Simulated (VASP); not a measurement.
# AlNi (P4/mmm) in VASP: further runs

Runs on AlNi. Level: PBEsol. Tasks: relaxation of shape and atoms at fixed volume, single point.

All numbers are computed with VASP 6.6.1; they aren't measurements. Logs are shortened: lines on timing, memory, paths and dates and some standing lists are left out, and cuts for length are marked.

### 1 The cell of the first run

It takes space group P4/mmm (No. 123, tetragonal). The conventional cell has a = 2.830 Å, b = 2.830 Å, c = 2.840 Å, α = 90.00°, β = 90.00°, γ = 90.00°. Within 3.2 Å of Al (site symmetry 4/mmm) lie 8 Ni at 2.45 Å and 6 Al at 2.83 to 2.84 Å. Within 3.2 Å of Ni (site symmetry 4/mmm) lie 8 Al at 2.45 Å and 6 Ni at 2.83 to 2.84 Å.

### 2 Relaxation of shape and atoms at fixed volume, PBEsol (volume scaled by 0.97)

INCAR reads:

```
ALGO = Fast
EDIFF = 1E-6
EDIFFG = -0.01
ENCUT = 600
GGA = PS
IBRION = 2
ISIF = 4
ISMEAR = 0
LASPH = True
LCHARG = False
LREAL = False
LWAVE = False
NELM = 80
NSW = 50
PREC = Accurate
SIGMA = 0.1
```

KPOINTS reads:

```
k-points
0
Gamma
  16 16 14
```

POSCAR reads:

```
AlNi
1.0
    2.0009092357     -2.0009307177      0.0000000000
    2.0009092357      2.0009307177      0.0000000000
    0.0000000000      0.0000000000      2.8404229018
Al Ni
1 1
Direct
    0.0000000000      0.0000000000      0.0000000000
    0.5000000000      0.5000000000      0.5000000000
```

Potentials or basis: VASP PAW PBE potentials, release 64 (Al, Ni).

Launch:

```bash
$ cat potpaw_PBE.64/Al/POTCAR potpaw_PBE.64/Ni/POTCAR > POTCAR
$ mpirun -np 1 vasp_std > vasp.out
```

OUTCAR:

```text
EDIFF = 1E-6
   EDIFFG = -0.01
   ENCUT = 600
   GGA = PS
   IBRION = 2
   ISIF = 4
   ISMEAR = 0
   LASPH = True
   LREAL = False
   NELM = 80
   NSW = 50
   PREC = Accurate

 ion  position               nearest neighbor table
   1  0.000  0.000  0.000-   2 2.45   2 2.45   2 2.45   2 2.45   2 2.45   2 2.45   2 2.45   2 2.45

   2  0.500  0.500  0.500-   1 2.45   1 2.45   1 2.45   1 2.45   1 2.45   1 2.45   1 2.45   1 2.45

  LATTYP: Found a base centered orthorhombic cell.
 ALAT       =     4.0018184714
 B/A-ratio  =     1.0000107361
 C/A-ratio  =     0.7097830454

  Lattice vectors:

 A1 = (   2.0009092357,  -2.0009307177,   0.0000000000)
 A2 = (   2.0009092357,   2.0009307177,   0.0000000000)
 A3 = (   0.0000000000,   0.0000000000,   2.8404229018)

Analysis of symmetry for initial positions (statically):
=====================================================================
 Subroutine PRICEL returns:
 Original cell was already a primitive cell.

 Routine SETGRP: Setting up the symmetry group for a
 base centered orthorhombic supercell.

 Subroutine GETGRP returns: Found  8 space group operations
 (whereof  8 operations were pure point group operations)
 out of a pool of  8 trial point group operations.

The static configuration has the point symmetry D_2h.

Analysis of symmetry for dynamics (positions and initial velocities):
=====================================================================
 Subroutine PRICEL returns:
 Original cell was already a primitive cell.

 Routine SETGRP: Setting up the symmetry group for a
 base centered orthorhombic supercell.

 Subroutine GETGRP returns: Found  8 space group operations
 (whereof  8 operations were pure point group operations)
 out of a pool of  8 trial point group operations.

The dynamic configuration has the point symmetry D_2h.

 Subroutine INISYM returns: Found  8 space group operations
 (whereof  8 operations are pure point group operations),
 and found     1 'primitive' translations

----------------------------------------------------------------------------------------

                                     Primitive cell

  volume of cell :      22.7443

  direct lattice vectors                    reciprocal lattice vectors
     2.000909236 -2.000930718  0.000000000     0.249886397 -0.249883714  0.000000000
     2.000909236  2.000930718  0.000000000     0.249886397  0.249883714  0.000000000
     0.000000000  0.000000000  2.840422902     0.000000000  0.000000000  0.352060251

  length of vectors
     2.829728168  2.829728168  2.840422902     0.353390835  0.353390835  0.352060251

  position of ions in fractional coordinates (direct lattice)
     0.000000000  0.000000000  0.000000000
[... 85 lines left out ...]
   ISYM   =      2    0-nonsym 1-usesym 2-fastsym
   POTIM  = 0.5000    time-step for ionic-motion
   TEBEG  =    0.0;   TEEND  =   0.0 temperature during run
   PSTRESS=    0.0 pullay stress
   NELECT =      13.0000    total number of electrons
   NUPDOWN=      -1.0000    fix difference up-down
   EMIN   =  10.00;   EMAX   =-10.00  energy-range for DOS
   EFERMI =   0.00;   METHOD = LEGACY
   ISMEAR =     0;   SIGMA  =   0.10  broadening in eV -4-tet -1-fermi 0-gaus
   EFERMI_NEDOS =   21; number of points for ismear=-14 and -15
   IALGO  =     68    algorithm
   IMIX   =      4    mixing-type and parameters
     AMIX     =   0.40;   BMIX     =  1.00
     AMIX_MAG =   1.60;   BMIX_MAG =  1.00
  volume/ion in A,a.u.               =      11.37        76.74
  Fermi-wavevector in a.u.,A,eV,Ry     =   1.358621  2.567422 25.114345  1.845852
  Thomas-Fermi vector in A             =   2.485439
   LORBIT       =      0    0 simple, 1 ext, 2 COOP (PROOUT), +10 PAW based schemes
   GGA     = PS    functional components
   LHFCALC =     F    Hartree Fock is set to
   AEXX    =    0.0000 exact exchange contribution
   IVDW    =     0    specifies the selected vdW correction
   LEPSILON=     F    determine dielectric tensor
   LRPA    =     F    only Hartree local field effects (RPA)
 conjugate gradient relaxation of ions
 non-spin polarized calculation
 RMM-DIIS sequential band-by-band and
 Gauss-broadening in eV      SIGMA  =   0.10
  energy-cutoff  :      600.00
  volume of cell :       22.74
 maximum number of plane-waves:       780
   NGX = 11   NGY = 11   NGZ = 11

 number of electron      12.9999995 magnetization

 Free energy of the ion-electron system (eV)
  ---------------------------------------------------
  ext. energy  EPLUGINS =         0.00000000
  ---------------------------------------------------
  free energy    TOTEN  =       -11.57611767 eV

  energy without entropy =      -11.57261936  energy(sigma->0) =      -11.57436852

 E-fermi :  10.5594     XC(G=0): -12.4114

 val. band max:       10.5569649400   @ k =   0.4375   0.3125   0.5000
 cond. band min:      10.5747149573   @ k =  -0.3750   0.3750   0.5000
 fundamental gap:      0.0177500173
 Fermi energy:        10.5594242701

 k-point     1 :       0.0000    0.0000    0.0000
  band No.  band energies     occupation
      1      -0.9309      2.00000
      2       7.0872      2.00000
      3       7.0889      2.00000
      4       8.9223      2.00000
      5       8.9224      2.00000
      6       8.9321      2.00000
      7      16.1916      0.00000
      8      16.3314      0.00000
      9      16.3315      0.00000
     10      18.8673      0.00000
[... 287 lines left out ...]
 k-point    24 :      -0.0625    0.0625    0.0000
  band No.  band energies     occupation
      1      -0.7815      2.00000
      2       7.0943      2.00000
      3       7.1125      2.00000
      4       8.8630      2.00000
      5       8.8835      2.00000
      6       8.9003      2.00000
      7      15.4195      0.00000
      8      15.7791      0.00000
      9      16.3898      0.00000
     10      19.2565      0.00000

 [... further k-points ...]
[... 5 lines left out ...]
  --------------------------------------------------------------------------------------
  -------------------------------------------------------------------------------------
  Total        0.8464232      0.8460086      0.8416051      0.0000000      0.0000000      0.0000000
  in kB       59.6246300     59.5954251     59.2852300      0.0000000      0.0000000      0.0000000
  external PRESSURE =      59.5017617 kB  Pullay stress =       0.0000000 kB

 VOLUME and BASIS-vectors are now :
 -----------------------------------------------------------------------------
  energy-cutoff  :      600.00
  volume of cell :       22.74
      direct lattice vectors                 reciprocal lattice vectors
     2.000909236 -2.000930718  0.000000000     0.249886397 -0.249883714  0.000000000
     2.000909236  2.000930718  0.000000000     0.249886397  0.249883714  0.000000000
     0.000000000  0.000000000  2.840422902     0.000000000  0.000000000  0.352060251

 POSITION                                       TOTAL-FORCE (eV/Angst)
 -----------------------------------------------------------------------------------
      0.00000      0.00000      0.00000        -0.000000      0.000000      0.000000
      2.00091      0.00000      1.42021         0.000000     -0.000000      0.000000
 -----------------------------------------------------------------------------------
    total drift:                                0.000000     -0.000000     -0.000000

  FREE ENERGIE OF THE ION-ELECTRON SYSTEM (eV)
  ---------------------------------------------------
  free  energy   TOTEN  =       -11.5761176734 eV

  energy  without entropy=      -11.5726193582  energy(sigma->0) =      -11.57436852

 reached required accuracy - stopping structural energy minimisation
```

CONTCAR:

```text
AlNi
   1.00000000000000
     2.0009092357000000   -2.0009307177000002    0.0000000000000000
     2.0009092357000000    2.0009307177000002    0.0000000000000000
     0.0000000000000000    0.0000000000000000    2.8404229017999998
  Al              Ni
     1     1
Direct
     0.0000000000000000    0.0000000000000000    0.0000000000000000
     0.5000000000000000    0.5000000000000000    0.5000000000000000

  0.00000000E+00  0.00000000E+00  0.00000000E+00
  0.00000000E+00  0.00000000E+00  0.00000000E+00
```

Run time: 42 s. Hardware: 1 thread of Intel Xeon 6975P-C (Granite Rapids), shared host; peak memory 0.29 GiB.

Results:

```
Free energy             : -11.5761 eV
Pressure after relaxing : 6.0 GPa
```

Final structure:
```yaml
crystal:
  lattice:
    - [2.00091, -2.00093, 0.00000]
    - [2.00091, 2.00093, 0.00000]
    - [0.00000, 0.00000, 2.84042]
  atoms:
    - { symbol: Al, position: [0.00000, 0.00000, 0.00000] }
    - { symbol: Ni, position: [0.50000, 0.50000, 0.50000] }
```

Caveat: the relaxation stopped at its first step, so nothing moved; the PAW data sets were made with another functional, which shifts forces and pressure a little. Spin polarisation is off, so any magnetic state and its effect on volume and gap are missing.

### 3 Single point, PBEsol (uniaxial strain along c: +3.0 %, then relaxed in part)

INCAR reads:

```
PREC = Accurate
ENCUT = 600
EDIFF = 1E-6
ISMEAR = 0
SIGMA = 0.1
LREAL = False
LASPH = True
NELM = 120
ALGO = Normal
ISIF = 2
LWAVE = False
LCHARG = True
GGA = PS
LELF = True
LVHAR = True
NBANDS = 14
GGA_COMPAT = False
```

KPOINTS reads:

```
Automatic mesh
0
Gamma
  14 14 14
```

POSCAR reads:

```
AlNi
1.0
    2.8257909034      0.0000000000      0.0000000000
    0.0000000000      2.8257909034      0.0000000000
    0.0000000000      0.0000000000      2.9554911526
Al Ni
1 1
Direct
    0.0000000000      0.0000000000      0.0000000000
    0.5000000000      0.5000000000      0.5000000000
```

Potentials or basis: VASP PAW PBE potentials, release 64 (Al, Ni).

Launch:

```bash
$ cat potpaw_PBE.64/Al/POTCAR potpaw_PBE.64/Ni/POTCAR > POTCAR
$ mpirun -np 1 vasp_std > vasp.out
```

Run time: 74 s. Hardware: 1 thread of AMD EPYC 7R43 (Zen 3), shared host; peak memory 0.2 GiB.

The run converged. Its results:

- Free energy: -11.5796 eV
- Pressure: -1.0 GPa

Stress tensor (GPa, compression positive):
```
 0.09  0.00  0.00
 0.00  0.09  0.00
 0.00  0.00 -3.04
```

Levels at points of the mesh, in eV from the Fermi level:
```csv
k point,band 5,band 6,band 7,band 8,band 9,band 10
"(0.00, 0.00, 0.00)",-1.60,-1.48,4.51,6.10,6.10,7.92
"(0.50, 0.00, 0.00)",-2.20,-1.50,-0.54,8.26,9.14,10.34
"(0.50, 0.50, 0.00)",-2.24,-2.24,-0.96,1.77,2.83,11.74
"(0.00, 0.00, 0.50)",-2.20,-1.41,-0.87,8.33,10.46,10.46
"(0.50, 0.00, 0.50)",-2.07,-2.03,-1.07,1.37,2.43,12.83
"(0.50, 0.50, 0.50)",-0.94,1.92,2.02,2.02,3.86,4.38
```

Caveat: the cell differs from its parent crystal (uniaxial strain along c: +3.0 %, then relaxed in part); the PAW data sets were made with another functional, which shifts forces and pressure a little. Spin polarisation is off, so any magnetic state and its effect on volume and gap are missing.

### 4 Single point, PBEsol (uniaxial strain along c: +3.0 %)

INCAR reads:

```
ALGO = Normal
EDIFF = 1E-6
ENCUT = 600
GGA = PS
GGA_COMPAT = F
ISIF = 2
ISMEAR = 0
LASPH = T
LCHARG = T
LELF = T
LREAL = F
LVHAR = T
LWAVE = F
NBANDS = 14
NELM = 120
PREC = Accurate
SIGMA = 0.1
```

KPOINTS reads:

```
k-points
0
Gamma
  14 14 14
```

POSCAR reads:

```
AlNi
1.0
    2.8371653306      0.0000000000      0.0000000000
    0.0000000000      2.8371653306      0.0000000000
    0.0000000000      0.0000000000      2.9554911526
Al Ni
1 1
Direct
    0.0000000000      0.0000000000      0.0000000000
    0.5000000000      0.5000000000      0.5000000000
```

Launch:

```bash
$ cat potpaw_PBE.64/Al/POTCAR potpaw_PBE.64/Ni/POTCAR > POTCAR
$ mpirun -np 1 vasp_std > vasp.out
```

Wall time 77 s (1 thread of AMD EPYC 7R43 (Zen 3), shared host); peak memory 0.19 GiB.

It converged, with:

```yaml
Free_energy: -11.5790 eV
Pressure: -2.3 GPa
```

Stress tensor (GPa, compression positive):
```
-1.35  0.00  0.00
 0.00 -1.35  0.00
 0.00  0.00 -4.20
```

Levels at points of the mesh, in eV from the Fermi level:
```tsv
k point	band 4	band 5	band 6	band 7	band 8	band 9	band 10	band 11
(0.00, 0.00, 0.00)	-1.58	-1.58	-1.47	4.58	6.02	6.02	7.93	8.33
(0.50, 0.00, 0.00)	-2.41	-2.18	-1.48	-0.54	8.26	9.19	10.33	10.54
(0.50, 0.50, 0.00)	-2.70	-2.20	-2.20	-0.95	1.73	2.77	11.72	14.62
(0.00, 0.00, 0.50)	-2.18	-2.18	-1.40	-0.84	8.32	10.38	10.38	11.09
(0.50, 0.00, 0.50)	-2.87	-2.04	-2.01	-1.06	1.37	2.41	12.70	15.27
(0.50, 0.50, 0.50)	-1.04	-0.93	1.93	2.02	2.02	3.79	4.36	4.36
```

Caveat: the cell differs from its parent crystal (uniaxial strain along c: +3.0 %); the PAW data sets were made with another functional, which shifts forces and pressure a little. Spin polarisation is off, so any magnetic state and its effect on volume and gap are missing.

(Continued in part 2 of 2.)
